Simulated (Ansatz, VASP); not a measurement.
# One calculation of Hf4Br, two programs

```
Hf Br
1.0
     5.51935    0.00000    0.00000
     0.00000    5.51935    0.00000
     0.00000    0.00000    6.33159
Hf Br
4 1
Direct
  0.00000 0.00000 0.50000
  0.50000 0.50000 0.00000
  0.50000 0.50000 0.68594
  0.50000 0.50000 0.31406
  0.00000 0.00000 0.00000
```

Alike in both runs: task relaxation of cell and atoms; functional PBE; k mesh 4 × 4 × 4; occupations gaussian, width 0.1 eV; no spin polarisation.

|  | VASP | Ansatz |
| --- | --- | --- |
| version | VASP 6.6.1 | Ansatz 0.2.0 |
| potentials or method | VASP PAW PBE potentials, release 64 (Hf_pv, Br), cutoff 600 eV | scalar-relativistic, plane waves, PAW |
| valence electrons in the cell | 47 | 111 |

```csv
,VASP,Ansatz,Ansatz less VASP
"gap on the k mesh at the Fermi level, each at its own relaxed structure (eV)",none,none,-
relaxed volume (Å³/atom),25.02,25.16,+0.142
relaxed length of the cell vector where the two differ most in proportion (Å),3.625,3.637,+0.0125
```

A gap of «none» marks a metal or a gap that the smearing closes. VASP's potentials hold 47 valence electrons a cell and Ansatz's 111, so a difference there can come from the potentials and not from the codes.

Spin-orbit coupling is off throughout. Noted on VASP's run: the volume moved by over 15 % at a fixed basis, so the end points are rough.
